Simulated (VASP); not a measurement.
# Ge2Sb2Te5: single point with PBE

Crystal: Ge2Sb2Te5.

```
Ge Sb Te
1.0
     4.36350    0.00000    0.00000
    -2.18175    3.77890    0.00000
     0.00000    0.00000   18.08655
Ge Sb Te
2 2 5
Direct
  0.00000 0.00000 0.33147
  0.00000 0.00000 0.66853
  0.33333 0.66667 0.11216
  0.66667 0.33333 0.88784
  0.00000 0.00000 0.00000
  0.33333 0.66667 0.79136
  0.66667 0.33333 0.20864
  0.33333 0.66667 0.40975
  0.66667 0.33333 0.59025
```

```json
{
 "Program": "VASP 6.6.1",
 "Task": "single point",
 "Functional": "PBE",
 "Potentials or basis": "VASP PAW PBE potentials, release 64 (Ge_d, Sb, Te)",
 "Cutoff": "520 eV",
 "k mesh": "9 × 9 × 2",
 "Occupations": "gaussian, width 0.03 eV",
 "Spin": "no spin polarisation"
}
```

```json
{
  "Pressure": "-2.0 GPa",
  "Largest force": "0.199 eV/Å",
  "Band gap on the k mesh": "0.20 eV (least direct gap 0.21 eV)"
}
```

Forces in eV/Å, atoms in the order of the input:
```
Ge   0.000  0.000  0.141
Ge   0.000  0.000 -0.141
Sb   0.000  0.000  0.074
Sb   0.000  0.000 -0.074
Te   0.000  0.000  0.000
Te   0.000  0.000  0.199
Te   0.000  0.000 -0.199
Te   0.000  0.000 -0.160
Te   0.000  0.000  0.160
```

Stress tensor (GPa, compression positive):
```
-2.25  0.00  0.00
 0.00 -2.25  0.00
 0.00  0.00 -1.40
```

Levels at points of the mesh, in eV from the valence-band top:
```
           k point  band 30  band 31  band 32  band 33  band 34  band 35  band 36  band 37  band 38  band 39
(0.00, 0.00, 0.00)    -1.25    -1.24    -1.24    -1.11    -0.13     0.22     0.22     0.27     1.07     1.11
(0.00, 0.00, 0.50)    -1.32    -1.27    -1.27    -1.03    -0.13     0.23     0.23     0.27     1.07     1.07
```

Run time: 10 min on 1 thread of Oxide Virtual Turin-like Processor, on a shared host, peak memory 0.51 GiB.

Caveat: semilocal functionals underestimate gaps, and a narrow one can read as zero; spin-orbit coupling is left out, which moves the levels of the heavy elements; this functional lacks dispersion, which binds layers or chains, so the pressure and a relaxed spacing across them are unreliable. A k mesh can miss the band edges.
